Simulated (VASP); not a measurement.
# HfN (P6_3/mmc) in VASP: further runs, part 3 of 3

VASP 6.6.1.

## (6) Single point, r2SCAN (biaxial strain in the a-b plane: +2.0 %, then relaxed in part)

Contents of POSCAR:

```
HfN
1.0
    3.2071871051      0.0000000000      0.0000000000
   -1.6035935526      2.7775055077      0.0000000000
    0.0000000000      0.0000000000      5.3831993366
Hf N
2 2
Direct
    0.6666666667      0.3333333333      0.7500000000
    0.3333333333      0.6666666667      0.2500000000
    0.0000000000      0.0000000000      0.0000000000
    0.0000000000      0.0000000000      0.5000000000
```

Contents of INCAR.step1:

```
SYSTEM = HfN
ALGO = Normal ; EDIFF = 1E-4
ENCUT = 520 ; GGA = PE
ISMEAR = 0 ; LASPH = .True.
LCHARG = .False. ; LREAL = .False.
LWAVE = .True. ; NBANDS = 23
NELM = 100 ; PREC = Accurate
SIGMA = 0.1
```

Contents of INCAR.step2:

```
SYSTEM = HfN
ALGO = Normal ; EDIFF = 1E-7
ENCUT = 520 ; ISIF = 2
ISMEAR = 0 ; ISTART = 1
LASPH = .True. ; LCHARG = .False.
LMIXTAU = .True. ; LREAL = .False.
LWAVE = .False. ; METAGGA = R2SCAN
NBANDS = 23 ; NELM = 100
PREC = Accurate ; SIGMA = 0.1
```

Contents of KPOINTS:

```
k-points
0
Gamma
  18 18 10
  0 0 0
```

Potentials or basis: VASP PAW PBE potentials, release 64 (Hf_pv, N).

On the command line:

```
> cat potpaw_PBE.64/Hf_pv/POTCAR potpaw_PBE.64/N/POTCAR > POTCAR
> cp INCAR.step1 INCAR
> mpirun -np 1 vasp_std > vasp.out
> cp INCAR.step2 INCAR
> mpirun -np 1 vasp_std > vasp.out
```

OUTCAR:

```text
SYSTEM = HfN
   EDIFF = 1E-7
   ENCUT = 520
   ISIF = 2
   ISMEAR = 0
   ISTART = 1
   LASPH = .True.
   LREAL = .False.
   METAGGA = R2SCAN
   NELM = 100
   PREC = Accurate

 ion  position               nearest neighbor table
   1  0.667  0.333  0.750-   3 2.29   4 2.29   3 2.29   4 2.29   3 2.29   4 2.29   2 3.27   2 3.27
                             2 3.27   2 3.27   2 3.27   2 3.27
   2  0.333  0.667  0.250-   3 2.29   4 2.29   3 2.29   4 2.29   3 2.29   4 2.29   1 3.27   1 3.27
                             1 3.27   1 3.27   1 3.27   1 3.27
   3  0.000  0.000  0.000-   1 2.29   2 2.29   1 2.29   2 2.29   1 2.29   2 2.29
   4  0.000  0.000  0.500-   1 2.29   2 2.29   1 2.29   2 2.29   1 2.29   2 2.29

  LATTYP: Found a hexagonal cell.
 ALAT       =     3.2071871051
 C/A-ratio  =     1.6784799764

  Lattice vectors:

 A1 = (   3.2071871051,   0.0000000000,   0.0000000000)
 A2 = (  -1.6035935526,   2.7775055077,   0.0000000000)
 A3 = (   0.0000000000,   0.0000000000,   5.3831993366)

Analysis of symmetry for initial positions (statically):
=====================================================================
 Subroutine PRICEL returns:
[... 177 lines left out ...]

 E-fermi :   7.6619     XC(G=0): -13.3799

 val. band max:        7.6607823568   @ k =   0.3333   0.2222   0.5000
 cond. band min:       7.6786110318   @ k =   0.2222   0.0000   0.5000
 fundamental gap:      0.0178286750
 Fermi energy:         7.6618585616

 k-point     1 :       0.0000    0.0000    0.0000
  band No.  band energies     occupation
      1     -25.4644      2.00000
      2     -24.6824      2.00000
      3     -24.6098      2.00000
      4     -24.6098      2.00000
      5     -24.5492      2.00000
      6     -24.5492      2.00000
[... 613 lines left out ...]
     22      13.6560      0.00000
     23      14.7762      0.00000

 [... further k-points ...]

------------------------ aborting loop because EDIFF is reached ----------------------------------------

  FORCE on cell =-STRESS in cart. coord.  units (eV):
  Direction    XX          YY          ZZ          XY          YZ          ZX
  --------------------------------------------------------------------------------------
  -------------------------------------------------------------------------------------
  Total       -4.4736109     -4.4736109     -0.6798357      0.0000000     -0.0000000     -0.0000000
  in kB     -149.4683024   -149.4683024    -22.7140656      0.0000000     -0.0000000     -0.0000000
  external PRESSURE =    -107.2168901 kB  Pullay stress =       0.0000000 kB

 VOLUME and BASIS-vectors are now :
 -----------------------------------------------------------------------------
  energy-cutoff  :      520.00
  volume of cell :       47.95
      direct lattice vectors                 reciprocal lattice vectors
     3.207187105  0.000000000  0.000000000     0.311799707  0.180017645  0.000000000
    -1.603593553  2.777505508  0.000000000     0.000000000  0.360035290  0.000000000
     0.000000000  0.000000000  5.383199337     0.000000000  0.000000000  0.185763138

 POSITION                                       TOTAL-FORCE (eV/Angst)
 -----------------------------------------------------------------------------------
      1.60359      0.92584      4.03740        -0.000000     -0.000000      0.000000
     -0.00000      1.85167      1.34580         0.000000      0.000000      0.000000
      0.00000      0.00000      0.00000         0.000000     -0.000000      0.000000
      0.00000      0.00000      2.69160         0.000000     -0.000000      0.000000
 -----------------------------------------------------------------------------------
    total drift:                               -0.000000      0.000000     -0.000000

  FREE ENERGIE OF THE ION-ELECTRON SYSTEM (eV)
  ---------------------------------------------------
  free  energy   TOTEN  =      -116.3074278438 eV

  energy  without entropy=     -116.3039731244  energy(sigma->0) =     -116.30570048
```

OUTCAR.step1:

```text
SYSTEM = HfN
   EDIFF = 1E-4
   ENCUT = 520
   GGA = PE
   ISMEAR = 0
   LASPH = .True.
   LREAL = .False.
   NELM = 100
[... 856 lines left out ...]
     -0.00000      1.85167      1.34580         0.000000      0.000000      0.000000
      0.00000      0.00000      0.00000        -0.000000      0.000000     -0.000000
      0.00000      0.00000      2.69160        -0.000000      0.000000     -0.000000
 -----------------------------------------------------------------------------------
    total drift:                               -0.000000      0.000000     -0.000000

  FREE ENERGIE OF THE ION-ELECTRON SYSTEM (eV)
  ---------------------------------------------------
  free  energy   TOTEN  =       -43.3510912462 eV

  energy  without entropy=      -43.3473398415  energy(sigma->0) =      -43.34921554
```

OSZICAR.step1:

```text
N       E                     dE             d eps       ncg     rms          rms(c)
DAV:   1     0.111208901678E+03    0.11121E+03   -0.16515E+04 10212   0.130E+03
DAV:   2    -0.431733894136E+02   -0.15438E+03   -0.14625E+03 13332   0.313E+02
DAV:   3    -0.495446328257E+02   -0.63712E+01   -0.63145E+01 13352   0.506E+01
DAV:   4    -0.496013430532E+02   -0.56710E-01   -0.56670E-01 11895   0.519E+00
DAV:   5    -0.496020761968E+02   -0.73314E-03   -0.73297E-03 13946   0.480E-01    0.687E+01
DAV:   6    -0.435474004923E+02    0.60547E+01   -0.28569E+01 12395   0.269E+01    0.533E+01
DAV:   7    -0.433923781555E+02    0.15502E+00   -0.20520E+00 12114   0.863E+00    0.261E+01
DAV:   8    -0.433634864522E+02    0.28892E-01   -0.16287E-01 13026   0.283E+00    0.522E+00
DAV:   9    -0.433525664244E+02    0.10920E-01   -0.68413E-02 12097   0.140E+00    0.339E+00
DAV:  10    -0.433512509346E+02    0.13155E-02   -0.10586E-02 12760   0.627E-01    0.635E-01
DAV:  11    -0.433510922306E+02    0.15870E-03   -0.93444E-04 12836   0.202E-01    0.960E-02
DAV:  12    -0.433510912462E+02    0.98443E-06   -0.48256E-05  7654   0.491E-02
   1 F= -.43351091E+02 E0= -.43349216E+02  d E =-.375140E-02
```

Run time: 4.7 min. Hardware: 1 thread of Intel Xeon 6975P-C (Granite Rapids), shared host; peak memory 0.33 GiB.

What came out:

```
Free energy            : -116.3074 eV
Pressure               : -10.7 GPa
Band gap on the k mesh : zero (band 15 reaches 9.64 eV, above the bottom of band 16 at 7.17 eV)
```

Caveat: the cell differs from its parent crystal (biaxial strain in the a-b plane: +2.0 %, then relaxed in part); the PAW data sets were made with another functional, which shifts forces and pressure a little; spin-orbit coupling is left out, which moves the levels of the heavy elements.

## (7) The runs side by side

| cell | k mesh | gap on the mesh (eV) | pressure (GPa) |
| --- | --- | --- | --- |
| a = 3.134, b = 3.134, c = 5.417 Å, angles 90.0, 90.0, 120.0°, 4 atoms | 6 × 6 × 4 | none | -0.2 |
| a = 3.081, b = 3.081, c = 5.490 Å, angles 90.0, 90.0, 120.0°, 4 atoms | 18 × 18 × 10 | none | 5.7 |
| a = 3.144, b = 3.144, c = 5.425 Å, angles 90.0, 90.0, 120.0°, 4 atoms | 18 × 18 × 10 | none | -2.6 |
| a = 3.207, b = 3.207, c = 5.360 Å, angles 90.0, 90.0, 120.0°, 4 atoms | 18 × 18 × 10 | none | -9.7 |
| a = 3.207, b = 3.207, c = 5.383 Å, angles 90.0, 90.0, 120.0°, 4 atoms | 18 × 18 × 10 | none | -10.7 |

Alike in all rows: task single point; level r2SCAN; potentials or basis VASP PAW PBE potentials, release 64 (Hf_pv, N); no spin polarisation; cutoff (eV) 520; smearing gaussian 0.1 eV.

Caveats: some runs use coarse meshes; the PAW data sets were made with another functional, which shifts forces and pressure a little; spin-orbit coupling is left out, which moves the levels of the heavy elements.

Total energies depend on the potentials used, so only differences within one code and one set of settings carry meaning.
